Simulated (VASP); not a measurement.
# Ti2H (Pn-3m) in VASP: notebook

Runs on Ti2H. Level: r2SCAN. Tasks: single point.

Everything below comes from runs of VASP 6.6.1. Logs are shortened: lines on timing, memory, paths and dates and some standing lists are left out, and cuts for length are marked.

**1. The cell of the first run**

It takes space group Pn-3m (No. 224, cubic). The conventional cell has a = 4.225 Å, b = 4.225 Å, c = 4.225 Å, α = 90.00°, β = 90.00°, γ = 90.00°. Within 2.4 Å of Ti (site symmetry -3m) lie 2 H at 1.83 Å. H (site symmetry -43m) has 4 Ti at 1.83 Å within 2.4 Å.

**2. Single point, r2SCAN**

Input file POSCAR:

```
Ti2H
1.0
    4.2253185686      0.0000000000      0.0000000000
    0.0000000000      4.2253185686      0.0000000000
    0.0000000000      0.0000000000      4.2253185686
Ti H
4 2
Direct
    0.2500000000      0.7500000000      0.2500000000
    0.7500000000      0.2500000000      0.2500000000
    0.2500000000      0.2500000000      0.7500000000
    0.7500000000      0.7500000000      0.7500000000
    0.0000000000      0.0000000000      0.0000000000
    0.5000000000      0.5000000000      0.5000000000
```

Input file INCAR.step1:

```
  PREC = Accurate
  ENCUT = 520
  ISMEAR = 0
  SIGMA = 0.15
  LREAL = F
  LASPH = T
  NELM = 100
  NBANDS = 34
  GGA = PE
  ALGO = Normal
  EDIFF = 1E-4
  LWAVE = T
  LCHARG = F
```

Input file INCAR.step2:

```
  PREC = Accurate
  ENCUT = 520
  EDIFF = 1E-6
  ISMEAR = 0
  SIGMA = 0.15
  LREAL = F
  LASPH = T
  NELM = 100
  ALGO = Normal
  ISIF = 2
  LWAVE = F
  LCHARG = F
  METAGGA = R2SCAN
  LMIXTAU = T
  NBANDS = 34
  ISTART = 1
```

Input file KPOINTS:

```
regular mesh
0
Gamma
  12 12 12
```

Potentials or basis: VASP PAW PBE potentials, release 64 (Ti_sv, H).

Command:

```bash
$ cat potpaw_PBE.64/Ti_sv/POTCAR potpaw_PBE.64/H/POTCAR > POTCAR
$ cp INCAR.step1 INCAR
$ mpirun -np 1 vasp_std > vasp.out
$ cp INCAR.step2 INCAR
$ mpirun -np 1 vasp_std > vasp.out
```

OUTCAR:

```text
PREC = Accurate
   ENCUT = 520
   EDIFF = 1E-6
   ISMEAR = 0
   LREAL = F
   LASPH = T
   NELM = 100
   ISIF = 2
   METAGGA = R2SCAN
   ISTART = 1

 ion  position               nearest neighbor table
   1  0.250  0.750  0.250-   5 1.83   6 1.83
   2  0.750  0.250  0.250-   5 1.83   6 1.83
   3  0.250  0.250  0.750-   5 1.83   6 1.83
   4  0.750  0.750  0.750-   5 1.83   6 1.83
   5  0.000  0.000  0.000-   1 1.83   2 1.83   3 1.83   4 1.83
   6  0.500  0.500  0.500-   1 1.83   2 1.83   3 1.83   4 1.83

  LATTYP: Found a simple cubic cell.
 ALAT       =     4.2253185686

  Lattice vectors:

 A1 = (   4.2253185686,   0.0000000000,   0.0000000000)
 A2 = (   0.0000000000,   4.2253185686,   0.0000000000)
 A3 = (   0.0000000000,   0.0000000000,   4.2253185686)

Analysis of symmetry for initial positions (statically):
=====================================================================
 Subroutine PRICEL returns:
 Original cell was already a primitive cell.

 Routine SETGRP: Setting up the symmetry group for a
 simple cubic supercell.

 Subroutine GETGRP returns: Found 48 space group operations
 (whereof 24 operations were pure point group operations)
 out of a pool of 48 trial point group operations.

The static configuration has the point symmetry T_d .
 The point group associated with its full space group is O_h .

Analysis of symmetry for dynamics (positions and initial velocities):
=====================================================================
 Subroutine PRICEL returns:
 Original cell was already a primitive cell.

 Routine SETGRP: Setting up the symmetry group for a
 simple cubic supercell.

 Subroutine GETGRP returns: Found 48 space group operations
 (whereof 24 operations were pure point group operations)
 out of a pool of 48 trial point group operations.

The dynamic configuration has the point symmetry T_d .
 The point group associated with its full space group is O_h .

 Subroutine INISYM returns: Found 48 space group operations
 (whereof 24 operations are pure point group operations),
 and found     1 'primitive' translations

----------------------------------------------------------------------------------------

                                     Primitive cell

  volume of cell :      75.4360

  direct lattice vectors                    reciprocal lattice vectors
     4.225318569  0.000000000  0.000000000     0.236668546  0.000000000  0.000000000
     0.000000000  4.225318569  0.000000000     0.000000000  0.236668546  0.000000000
     0.000000000  0.000000000  4.225318569     0.000000000  0.000000000  0.236668546

  length of vectors
     4.225318569  4.225318569  4.225318569     0.236668546  0.236668546  0.236668546

  position of ions in fractional coordinates (direct lattice)
     0.250000000  0.750000000  0.250000000
     0.750000000  0.250000000  0.250000000
     0.250000000  0.250000000  0.750000000
     0.750000000  0.750000000  0.750000000
     0.000000000  0.000000000  0.000000000
     0.500000000  0.500000000  0.500000000

  ion indices of the primitive-cell ions
   primitive index   ion index
                 1           1
                 2           2
                 3           3
                 4           4
                 5           5
                 6           6

----------------------------------------------------------------------------------------

 KPOINTS: regular mesh

Automatic generation of k-mesh.
 Grid dimensions read from file:
 generate k-points for:   12   12   12

 Generating k-lattice:

  Cartesian coordinates                     Fractional coordinates (reciprocal lattice)
     0.019722379  0.000000000  0.000000000     0.083333333  0.000000000  0.000000000
     0.000000000  0.019722379  0.000000000     0.000000000  0.083333333  0.000000000
     0.000000000  0.000000000  0.019722379     0.000000000  0.000000000  0.083333333

  Length of vectors
     0.019722379  0.019722379  0.019722379

  Shift w.r.t. Gamma in fractional coordinates (k-lattice)
     0.000000000  0.000000000  0.000000000

 Subroutine IBZKPT returns following result:
 ===========================================

 Found     84 irreducible k-points:

 Following reciprocal coordinates:
            Coordinates               Weight
  0.000000  0.000000  0.000000      1.000000
  0.083333  0.000000  0.000000      6.000000
  0.166667  0.000000  0.000000      6.000000
  0.250000  0.000000  0.000000      6.000000
  0.333333  0.000000  0.000000      6.000000
  0.416667  0.000000  0.000000      6.000000
[... 16 lines left out ...]
  0.333333  0.333333  0.000000     12.000000
  0.416667  0.333333  0.000000     24.000000
 [... further k-points ...]
   k-points           NKPTS =     84   k-points in BZ     NKDIM =     84   number of bands    NBANDS=     34
   number of dos      NEDOS =    301   number of ions     NIONS =      6
   total plane-waves  NPLWV =  32768
   dimension x,y,z NGX =    32 NGY =   32 NGZ =   32
   dimension x,y,z NGXF=    64 NGYF=   64 NGZF=   64
   ions per type =               4   2
   NGX,Y,Z   is equivalent  to a cutoff of  12.59, 12.59, 12.59 a.u.
   NGXF,Y,Z  is equivalent  to a cutoff of  25.18, 25.18, 25.18 a.u.
 SYSTEM =  unknown system
   PREC   = accura    normal or accurate (medium, high low for compatibility)
   ISTART =      1    job   : 0-new  1-cont  2-samecut
   ICHARG =      0    charge: 1-file 2-atom 10-const
   ISPIN  =      1    spin polarized calculation?
   LNONCOLLINEAR =      F non collinear calculations
   LSORBIT =      F    spin-orbit coupling
   LASPH  =      T    aspherical Exc in radial PAW
   ENCUT  =  520.0 eV  38.22 Ry    6.18 a.u.   7.86  7.86  7.86*2*pi/ulx,y,z
   NELM   =    100;   NELMIN=  2; NELMDL=  0     # of ELM steps
   EDIFF  = 0.1E-05   stopping-criterion for ELM
   LREAL  =      F    real-space projection
   EDIFFG = 0.1E-04   stopping-criterion for IOM
   NSW    =      0    number of steps for IOM
   IBRION =     -1    ionic relax: 0-MD 1-quasi-New 2-CG
   NFREE  =      0    steps in history (QN), initial steepest desc. (CG)
   ISIF   =      2    stress and relaxation
   ISYM   =      2    0-nonsym 1-usesym 2-fastsym
   POTIM  = 0.5000    time-step for ionic-motion
   TEBEG  =    0.0;   TEEND  =   0.0 temperature during run
   PSTRESS=    0.0 pullay stress
   NELECT =      50.0000    total number of electrons
   NUPDOWN=      -1.0000    fix difference up-down
   EMIN   =  10.00;   EMAX   =-10.00  energy-range for DOS
   EFERMI =   0.00;   METHOD = LEGACY
   ISMEAR =     0;   SIGMA  =   0.15  broadening in eV -4-tet -1-fermi 0-gaus
   EFERMI_NEDOS =   21; number of points for ismear=-14 and -15
   IALGO  =     38    algorithm
   IMIX   =      4    mixing-type and parameters
     AMIX     =   0.40;   BMIX     =  1.00
     AMIX_MAG =   1.60;   BMIX_MAG =  1.00
  volume/ion in A,a.u.               =      12.57        84.84
  Fermi-wavevector in a.u.,A,eV,Ry     =   1.427377  2.697351 27.720581  2.037405
  Thomas-Fermi vector in A             =   2.547553
   LORBIT       =      0    0 simple, 1 ext, 2 COOP (PROOUT), +10 PAW based schemes
   METAGGA = R2SCAN    functional components
   LHFCALC =     F    Hartree Fock is set to
   AEXX    =    0.0000 exact exchange contribution
   IVDW    =     0    specifies the selected vdW correction
   LEPSILON=     F    determine dielectric tensor
   LRPA    =     F    only Hartree local field effects (RPA)
 non-spin polarized calculation
 Gauss-broadening in eV      SIGMA  =   0.15
  energy-cutoff  :      520.00
  volume of cell :       75.44
 maximum number of plane-waves:      2054
 NGX is ok and might be reduce to    32
   NGX = 15   NGY = 15   NGZ = 15

 number of electron      49.9999984 magnetization

 Free energy of the ion-electron system (eV)
  ---------------------------------------------------
  ext. energy  EPLUGINS =         0.00000000
  ---------------------------------------------------
  free energy    TOTEN  =       -60.19905455 eV

  energy without entropy =      -60.14806405  energy(sigma->0) =      -60.17355930

 E-fermi :   7.7428     XC(G=0): -12.2929

 val. band max:        7.7412127285   @ k =   0.3333   0.1667   0.0000
 cond. band min:       7.7458453282   @ k =   0.4167   0.3333   0.3333
 fundamental gap:      0.0046325997
 Fermi energy:         7.7427750764

 k-point     1 :       0.0000    0.0000    0.0000
  band No.  band energies     occupation
      1     -51.5088      2.00000
      2     -51.3825      2.00000
      3     -51.3825      2.00000
      4     -51.3825      2.00000
      5     -27.0650      2.00000
      6     -26.8594      2.00000
[... 26 lines left out ...]
     33      11.1732      0.00000
     34      11.2047      0.00000

 k-point     2 :       0.0833    0.0000    0.0000
  band No.  band energies     occupation
      1     -51.5067      2.00000
      2     -51.3847      2.00000
      3     -51.3825      2.00000
      4     -51.3825      2.00000
      5     -27.0576      2.00000
      6     -26.8542      2.00000
[... 26 lines left out ...]
     33      11.0945      0.00000
     34      11.1822      0.00000

 k-point     3 :       0.1667    0.0000    0.0000
  band No.  band energies     occupation
      1     -51.5004      2.00000
      2     -51.3910      2.00000
      3     -51.3825      2.00000
      4     -51.3825      2.00000
      5     -27.0357      2.00000
      6     -26.8389      2.00000
[... 26 lines left out ...]
     33      10.8557      0.00000
     34      11.0037      0.00000
[... 704 lines left out ...]
 k-point    23 :       0.3333    0.3333    0.0000
  band No.  band energies     occupation
      1     -51.4535      2.00000
      2     -51.4070      2.00000
      3     -51.4050      2.00000
      4     -51.3901      2.00000
      5     -26.9147      2.00000
      6     -26.8162      2.00000
[... 26 lines left out ...]
     33       9.9704      0.00000
     34      10.1953      0.00000

 k-point    24 :       0.4167    0.3333    0.0000
  band No.  band energies     occupation
      1     -51.4420      2.00000
      2     -51.4175      2.00000
      3     -51.4020      2.00000
      4     -51.3939      2.00000
      5     -26.8937      2.00000
      6     -26.8438      2.00000
[... 26 lines left out ...]
     33       9.7715      0.00000
     34       9.9348      0.00000

 [... further k-points ...]

------------------------ aborting loop because EDIFF is reached ----------------------------------------

  FORCE on cell =-STRESS in cart. coord.  units (eV):
  Direction    XX          YY          ZZ          XY          YZ          ZX
  --------------------------------------------------------------------------------------
  -------------------------------------------------------------------------------------
  Total        0.2378610      0.2378610      0.2378610      0.0000000     -0.0000000      0.0000000
  in kB        5.0519089      5.0519089      5.0519089      0.0000000     -0.0000000      0.0000000
  external PRESSURE =       5.0519089 kB  Pullay stress =       0.0000000 kB

 VOLUME and BASIS-vectors are now :
 -----------------------------------------------------------------------------
  energy-cutoff  :      520.00
  volume of cell :       75.44
      direct lattice vectors                 reciprocal lattice vectors
     4.225318569  0.000000000  0.000000000     0.236668546  0.000000000  0.000000000
     0.000000000  4.225318569  0.000000000     0.000000000  0.236668546  0.000000000
     0.000000000  0.000000000  4.225318569     0.000000000  0.000000000  0.236668546

 POSITION                                       TOTAL-FORCE (eV/Angst)
 -----------------------------------------------------------------------------------
      1.05633      3.16899      1.05633         0.000000      0.000000      0.000000
      3.16899      1.05633      1.05633         0.000000     -0.000000     -0.000000
      1.05633      1.05633      3.16899         0.000000     -0.000000     -0.000000
      3.16899      3.16899      3.16899        -0.000000     -0.000000      0.000000
      0.00000      0.00000      0.00000        -0.000000      0.000000     -0.000000
      2.11266      2.11266      2.11266        -0.000000      0.000000     -0.000000
 -----------------------------------------------------------------------------------
    total drift:                                0.000000      0.000000     -0.000000

  FREE ENERGIE OF THE ION-ELECTRON SYSTEM (eV)
  ---------------------------------------------------
  free  energy   TOTEN  =       -60.1990545496 eV

  energy  without entropy=      -60.1480640549  energy(sigma->0) =      -60.17355930
```

Run time: 7.3 min. Hardware: 1 thread of Intel Xeon Platinum 8488C (Sapphire Rapids), shared host; peak memory 0.29 GiB.

Results:

| Property | Result |
| --- | --- |
| Free energy | -60.1991 eV |
| Pressure | 0.5 GPa |
| Band gap on the k mesh | zero (bands 25 and 26 overlap by 1.20 eV) |

Caveat: the PAW data sets were made with another functional, which shifts forces and pressure a little.

**3. Single point, r2SCAN**

POSCAR is that of step 2.

Input file INCAR.step1:

```
SYSTEM = Ti2H
PREC = Accurate
ENCUT = 520
ISMEAR = 0
SIGMA = 0.1
LREAL = .False.
LASPH = .True.
NELM = 100
NBANDS = 34
GGA = PE
ALGO = Normal
EDIFF = 1E-4
LWAVE = .True.
LCHARG = .False.
```

Input file INCAR.step2:

```
SYSTEM = Ti2H
PREC = Accurate
ENCUT = 520
EDIFF = 1E-7
ISMEAR = 0
SIGMA = 0.1
LREAL = .False.
LASPH = .True.
NELM = 100
ALGO = Normal
ISIF = 2
LWAVE = .False.
LCHARG = .False.
METAGGA = R2SCAN
LMIXTAU = .True.
NBANDS = 34
ISTART = 1
```

Input file KPOINTS:

```
regular mesh
0
Gamma
  8 8 8
  0 0 0
```

Potentials or basis: VASP PAW PBE potentials, release 64 (Ti_sv, H).

Command:

```bash
$ cat potpaw_PBE.64/Ti_sv/POTCAR potpaw_PBE.64/H/POTCAR > POTCAR
$ cp INCAR.step1 INCAR
$ mpirun -np 1 vasp_std > vasp.out
$ cp INCAR.step2 INCAR
$ mpirun -np 1 vasp_std > vasp.out
```

It took 3.8 min on 1 thread of Intel Xeon Platinum 8488C (Sapphire Rapids), shared host; peak memory 0.22 GiB.

It converged, with:

```
Free energy            : -60.1799 eV
Pressure               : 0.4 GPa
Band gap on the k mesh : zero (bands 25 and 26 overlap by 1.20 eV)
```

Levels at points of the mesh, in eV from the Fermi level:
```csv
k point,band 23,band 24,band 25,band 26,band 27,band 28
"(0.00, 0.00, 0.00)",-1.63,-1.63,0.70,0.70,0.70,2.43
"(0.50, 0.00, 0.00)",-0.57,-0.57,-0.45,-0.45,1.06,1.06
"(0.50, 0.50, 0.00)",-0.43,-0.43,-0.20,-0.20,0.04,0.04
"(0.50, 0.50, 0.50)",0.08,0.08,0.50,0.50,0.50,0.71
```

Caveat: the PAW data sets were made with another functional, which shifts forces and pressure a little.

**4. Single point, r2SCAN**

This run uses another cell than the first one, of 12.61 Å³/atom.

Changes to POSCAR since step 3:

```diff
@@ -2,5 +2,5 @@
 1.0
-    4.2253185686      0.0000000000      0.0000000000
-    0.0000000000      4.2253185686      0.0000000000
-    0.0000000000      0.0000000000      4.2253185686
+    4.2291993700      0.0000000000      0.0000000000
+    0.0000000000      4.2291993700      0.0000000000
+    0.0000000000      0.0000000000      4.2291993700
 Ti H
```

Input file INCAR.step1:

```
PREC     = Accurate       # precision mode
ENCUT    = 520            # plane-wave cutoff, eV
ISMEAR   = 0              # smearing method
SIGMA    = 0.1            # smearing width, eV
LREAL    = False          # projectors in reciprocal space
LASPH    = True           # aspherical terms in the spheres
NELM     = 100            # most SCF steps
NBANDS   = 34             # bands
GGA      = PE             # functional
ALGO     = Normal         # electronic algorithm
EDIFF    = 1E-4           # SCF threshold, eV
LWAVE    = True           # write WAVECAR
LCHARG   = False          # write CHGCAR
```

Input file INCAR.step2:

```
PREC     = Accurate       # precision mode
ENCUT    = 520            # plane-wave cutoff, eV
EDIFF    = 1E-6           # SCF threshold, eV
ISMEAR   = 0              # smearing method
SIGMA    = 0.1            # smearing width, eV
LREAL    = False          # projectors in reciprocal space
LASPH    = True           # aspherical terms in the spheres
NELM     = 100            # most SCF steps
ALGO     = Normal         # electronic algorithm
ISIF     = 2              # what is computed and relaxed
LWAVE    = False          # write WAVECAR
LCHARG   = True           # write CHGCAR
METAGGA  = R2SCAN         # meta-GGA
LMIXTAU  = True         
LELF     = True           # ELF
LVHAR    = True         
NBANDS   = 34             # bands
ISTART   = 1
```

Input file KPOINTS:

```
regular mesh
0
Gamma
  4 4 4
```

Command:

```bash
$ cat potpaw_PBE.64/Ti_sv/POTCAR potpaw_PBE.64/H/POTCAR > POTCAR
$ cp INCAR.step1 INCAR
$ mpirun -np 1 vasp_std > vasp.out
$ cp INCAR.step2 INCAR
$ mpirun -np 1 vasp_std > vasp.out
```

Wall time 73 s (1 thread of Intel Xeon Platinum 8488C (Sapphire Rapids), shared host); peak memory 0.19 GiB.

Results (log left out):

```
Free energy            : -60.2268 eV
Pressure               : -0.2 GPa
Band gap on the k mesh : zero (bands 25 and 26 overlap by 1.18 eV)
```

Levels at points of the mesh, in eV from the Fermi level:
| k point | band 22 | band 23 | band 24 | band 25 | band 26 | band 27 |
| --- | --- | --- | --- | --- | --- | --- |
| (0.00, 0.00, 0.00) | -2.68 | -1.69 | -1.69 | 0.63 | 0.63 | 0.63 |
| (0.50, 0.00, 0.00) | -1.66 | -0.63 | -0.63 | -0.52 | -0.52 | 0.99 |
| (0.50, 0.50, 0.00) | -1.15 | -0.50 | -0.50 | -0.26 | -0.26 | -0.03 |
| (0.50, 0.50, 0.50) | 0.00 | 0.00 | 0.00 | 0.43 | 0.43 | 0.43 |

Caveat: the k points lie up to 0.37 Å⁻¹ apart, too coarse for converged energies and pressures of a metal; the PAW data sets were made with another functional, which shifts forces and pressure a little.

**5. The runs side by side**

```csv
cell,k mesh,smearing,gap on the mesh (eV),pressure (GPa)
"a = 4.225 Å, 6 atoms",12 × 12 × 12,gaussian 0.15 eV,none,0.5
"a = 4.225 Å, 6 atoms",8 × 8 × 8,gaussian 0.1 eV,none,0.4
"a = 4.229 Å, 6 atoms",4 × 4 × 4,gaussian 0.1 eV,none,-0.2
```

Alike in all rows: task single point; level r2SCAN; potentials or basis VASP PAW PBE potentials, release 64 (Ti_sv, H); no spin polarisation; cutoff (eV) 520.

Caveats: some runs use coarse meshes; the PAW data sets were made with another functional, which shifts forces and pressure a little.

Total energies depend on the potentials used, so only differences within one code and one set of settings carry meaning.
